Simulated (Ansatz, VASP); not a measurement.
## ZnNi in VASP and in Ansatz

Contents of INCAR:

```
SYSTEM = ZnNi
ALGO = Fast
EDIFF = 1E-6
EDIFFG = -0.005
ENCUT = 600
IBRION = 2
ISIF = 3
ISMEAR = 0
LASPH = .TRUE.
LCHARG = .FALSE.
LREAL = .FALSE.
LWAVE = .FALSE.
NELM = 60
NSW = 100
PREC = Accurate
SIGMA = 0.1
```

The input KPOINTS:

```
k-points
0
G
  14 14 14
  0 0 0
```

Contents of POSCAR:

```
ZnNi
1.0
    2.8072750895      0.0000000000      0.0000000000
    0.0000000000      2.8072750895      0.0000000000
    0.0000000000      0.0000000000      2.8072750895
Zn Ni
1 1
Direct
    0.5000000000      0.5000000000      0.5000000000
    0.0000000000      0.0000000000      0.0000000000
```

Input for Ansatz:

```yaml
crystal:
  lattice:
    - [2.8072750912, 0.0, 0.0]
    - [0.0, 2.8072750912, 0.0]
    - [0.0, 0.0, 2.8072750912]
  atoms:
    - { symbol: Zn, position: [0.5, 0.5, 0.5] }
    - { symbol: Ni, position: [0.0, 0.0, 0.0] }
basis:
  ecutwfc: 420
kpoints:
  mp_grid: { grid: [14, 14, 14] }
hamiltonian:
  xc: lda
scf:
  occupations: { method: gaussian, width: 0.1 }
output:
  forces: true
  stress: true
  eigenvalues: true
relax:
  adjacent_minimum: "off"
  f_tol: 0.005
  max_steps: 80
  cell: { stress_tol: 0.05 }
```

Alike in both runs: task relaxation of cell and atoms; functional LDA; k mesh 14 × 14 × 14; occupations gaussian, width 0.1 eV; no spin polarisation.

```csv
,VASP,Ansatz
version,VASP 6.6.1,Ansatz 0.2.0
potentials or method,"VASP PAW LDA potentials, release 64 (Zn, Ni), cutoff 600 eV","scalar-relativistic, plane waves, PAW"
valence electrons in the cell,22,30
```

|  | VASP | Ansatz | Ansatz less VASP |
| --- | --- | --- | --- |
| gap on the k mesh at the Fermi level, each at its own relaxed structure (eV) | none | none | - |
| relaxed volume (Å³/atom) | 11.10 | 11.05 | -0.049 |
| relaxed cell length with the largest relative difference (Å) | 2.811 | 2.807 | -0.0042 |

LDA's correlation is that of Perdew and Zunger in VASP and of Perdew and Wang (1992) in Ansatz. A gap of «none» marks a metal or a gap that the smearing closes. VASP's potentials hold 22 valence electrons a cell and Ansatz's 30, so a difference there can come from the potentials and not from the codes.
